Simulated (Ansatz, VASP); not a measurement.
## One calculation of Y, two programs

```
CELL_PARAMETERS angstrom
3.65710 0.00000 0.00000
-1.82855 3.16715 0.00000
0.00000 0.00000 5.67407
ATOMIC_POSITIONS crystal
Y 0.33333 0.66667 0.25000
Y 0.66667 0.33333 0.75000
```

Alike in both runs: task relaxation of cell and atoms; functional PBE; k mesh 15 × 15 × 8; occupations fermi-dirac, width 0.15 eV; no spin polarisation.

|  | VASP | Ansatz |
| --- | --- | --- |
| version | VASP 6.6.1 | Ansatz 0.2.0 |
| potentials or method | VASP PAW PBE potentials, release 64 (Y_sv), cutoff 500 eV | scalar-relativistic, plane waves, PAW |
| valence electrons in the cell | 22 | 22 |

|  | VASP | Ansatz | Ansatz less VASP |
| --- | --- | --- | --- |
| gap on the k mesh at the Fermi level, each at its own relaxed structure (eV) | none | none | - |
| relaxed volume (Å³/atom) | 32.96 | 33.04 | +0.085 |
| relaxed cell length with the largest relative difference (Å) | 5.721 | 5.726 | +0.0053 |

A gap of «none» marks a metal or a gap that the smearing closes.
